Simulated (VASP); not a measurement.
Input of a VASP 6.6.1 run:

The input INCAR:

```
SYSTEM = TaN
ALGO     = Normal         ! electronic algorithm
EDIFF    = 1E-8           ! SCF threshold, eV
ENCUT    = 520            ! plane-wave cutoff, eV
GGA      = PS             ! functional
GGA_COMPAT= .False.      
ISIF     = 2              ! what is computed and relaxed
ISMEAR   = -1             ! smearing method
ISPIN    = 2              ! spin polarisation
LASPH    = .True.         ! aspherical terms in the spheres
LCHARG   = .False.        ! write CHGCAR
LEFG     = .True.       
LMAXMIX  = 4              ! l up to which the mixer works
LORBIT   = 11             ! projections on sites
LREAL    = .False.        ! projectors in reciprocal space
LWAVE    = .False.        ! write WAVECAR
MAGMOM   = 2 2 0 0        ! initial moments
NBANDS   = 28             ! bands
NELM     = 200            ! most SCF steps
PREC     = Accurate       ! precision mode
SIGMA    = 0.05           ! smearing width, eV
```

KPOINTS

```
k-points
0
Gamma
  18 18 10
  0 0 0
```

File POSCAR:

```
TaN
1.0
    3.0480019786      0.0000000000      0.0000000000
   -1.5240009893      2.6396471442      0.0000000000
    0.0000000000      0.0000000000      4.9180000000
Ta N
2 2
Direct
    0.0000000000      0.0000000000      0.0000000000
    0.0000000000      0.0000000000      0.5000000000
    0.3333333333      0.6666666667      0.2500000000
    0.6666666667      0.3333333333      0.7500000000
```

Potentials or basis: VASP PAW PBE potentials, release 64 (Ta_pv, N).

Launch:

```sh
$ cat potpaw_PBE.64/Ta_pv/POTCAR potpaw_PBE.64/N/POTCAR > POTCAR
$ mpirun -np 1 vasp_std > vasp.out
```

Question: What does it give for the pressure?

Answer: 50.1 GPa.

Question: What does it give for the band gap on the k mesh?

Answer: Zero (filled and empty bands overlap).

Question: What does it give for the net moment?

Answer: 0.00 μB per cell.

Stress tensor (GPa, compression positive):
```
 21.58   0.00   0.00
  0.00  21.58   0.00
  0.00   0.00 107.01
```

Caveat: without QUAD_EFG the Cq values of the log hold for a quadrupole moment of 1 mb, not for the nuclei; the PAW data sets were made with another functional, which shifts forces and pressure a little; spin-orbit coupling is left out, which moves the levels of the heavy elements.
